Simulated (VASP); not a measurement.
Ga4HgO, 6 atoms in the cell. It takes space group F-43m (No. 216, cubic). The conventional cell has a = 7.718 Å, b = 7.718 Å, c = 7.718 Å, α = 90.00°, β = 90.00°, γ = 90.00°. Within 3.6 Å of Ga (site symmetry 3m) lie 6 Ga at 2.73 Å and 3 Hg at 3.20 Å and 3 O at 3.20 Å. Within 4.2 Å of Hg (site symmetry -43m) lie 12 Ga at 3.20 Å and 4 O at 3.34 Å. Within 4.2 Å of O (site symmetry -43m) lie 12 Ga at 3.20 Å and 4 Hg at 3.34 Å. The cell was generated, and may not be a known phase.

| Property | Result |
| --- | --- |
| Program | VASP 6.6.1 |
| Task | single point |
| Functional | PBE |
| Potentials or basis | VASP PAW PBE potentials, release 64 (Ga_d, Hg, O) |
| Cutoff | 520 eV |
| k mesh | 4 × 4 × 4 |
| Occupations | gaussian, width 0.1 eV |
| Spin | no spin polarisation |
| Dipole correction | no |
| Further INCAR settings | ALGO = Normal; EDIFF = 1e-06; NBANDS = 44 |

Potentials or basis: VASP PAW PBE potentials, release 64 (Ga_d, Hg, O).

Command:

```bash
$ cat potpaw_PBE.64/Ga_d/POTCAR potpaw_PBE.64/Hg/POTCAR potpaw_PBE.64/O/POTCAR > POTCAR
$ mpirun -np 1 vasp_std > vasp.out
```

Hardware: 1 thread of Intel(R) Xeon(R) 6975P-C (Granite Rapids), on a shared host.

**Question.** How long does it take, and how much memory?

**Answer.** Run time: 45 s on 1 thread of Intel(R) Xeon(R) 6975P-C (Granite Rapids), on a shared host, peak memory 0.26 GiB. Counts: scf iterations 18, k points 8.
